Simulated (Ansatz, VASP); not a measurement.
**CsCl in VASP and in Ansatz**

File INCAR:

```
SYSTEM = CsCl
PREC     = Accurate       ! precision mode
ENCUT    = 450            ! plane-wave cutoff, eV
EDIFF    = 1E-7           ! SCF threshold, eV
ISMEAR   = 0              ! smearing method
SIGMA    = 0.01           ! smearing width, eV
LREAL    = .FALSE.        ! projectors in reciprocal space
LASPH    = .TRUE.         ! aspherical terms in the spheres
NELM     = 200            ! most SCF steps
ALGO     = Normal         ! electronic algorithm
ISIF     = 2              ! what is computed and relaxed
LWAVE    = .FALSE.        ! write WAVECAR
LCHARG   = .FALSE.        ! write CHGCAR
MAGMOM   = 0 0 0 0 0 0    ! initial moments
LORBIT   = 11             ! projections on sites
LSORBIT  = .TRUE.         ! spin-orbit coupling
GGA_COMPAT= .FALSE.      
LORBMOM  = .TRUE.       
GGA      = CA             ! functional
IBRION   = 2              ! ionic algorithm
NSW      = 50             ! ionic steps
EDIFFG   = -0.002         ! ionic threshold
NELMIN   = 4            
KPAR     = 4
```

File KPOINTS:

```
regular mesh
0
G
  6 6 6
  0 0 0
```

POSCAR

```
CsCl
1.0
    3.9692272329     -0.0099230681     -0.0099230681
   -0.0099230681      3.9692272329     -0.0099230681
   -0.0099230681     -0.0099230681      3.9692272329
Cs Cl
1 1
Direct
    0.0000000000      0.0000000000      0.0000000000
    0.5000000000      0.5000000000      0.5000000000
```

Input for Ansatz:

```yaml
crystal:
  lattice:
    - [3.96922723286, -0.00992306808, -0.00992306808]
    - [-0.00992306808, 3.96922723286, -0.00992306808]
    - [-0.00992306808, -0.00992306808, 3.96922723286]
  atoms:
    - { symbol: Cs, position: [0.0, 0.0, 0.0] }
    - { symbol: Cl, position: [0.5, 0.5, 0.5] }
kpoints:
  mp_grid: { grid: [6, 6, 6] }
scf:
  occupations: { method: fixed }
  convergence: { dr2_threshold: 1.0e-10 }
hamiltonian:
  xc: lda
  pseudopotentials: { kind: all_electron, lapw: { basis_error: 0.0005 } }
magnetization:
  noncollinear: true
  spin_orbit: true
output:
  forces: true
  stress: true
  eigenstates:
    kpoints:
      - [0.0, 0.0, 0.0]
      - [0.0, 0.5, 0.5]
      - [0.5, 0.0, 0.5]
      - [0.5, 0.5, 0.0]
      - [-0.5, -0.5, -0.5]
      - [0.0, -0.5, 0.0]
      - [0.0, 0.0, -0.5]
      - [-0.5, 0.0, 0.0]
relax:
  f_tol: 0.002
  max_steps: 30
```

Change from the starting cell: equal xy, yz and zx engineering shears of -0.5 %.

Alike in both runs: task relaxation of the atoms; functional LDA; k mesh 6 × 6 × 6; non-collinear spin, spin-orbit coupling.

|  | VASP | Ansatz |
| --- | --- | --- |
| version | VASP 6.6.1 | Ansatz 0.2.0 |
| potentials or method | VASP PAW LDA potentials, release 64 (Cs_sv, Cl), cutoff 450 eV | all-electron LAPW |
| occupations | gaussian, width 0.01 eV | fixed |

|  | VASP | Ansatz | Ansatz less VASP |
| --- | --- | --- | --- |
| net moment per atom (μB) | 0.00 | 0.00 | 0.000 |

LDA's correlation is that of Perdew and Zunger in VASP and of Perdew and Wang (1992) in Ansatz. Ansatz ran all-electron here, and VASP with PAW potentials.

Noted on VASP's run: the relaxation stopped at its first step, so nothing moved.
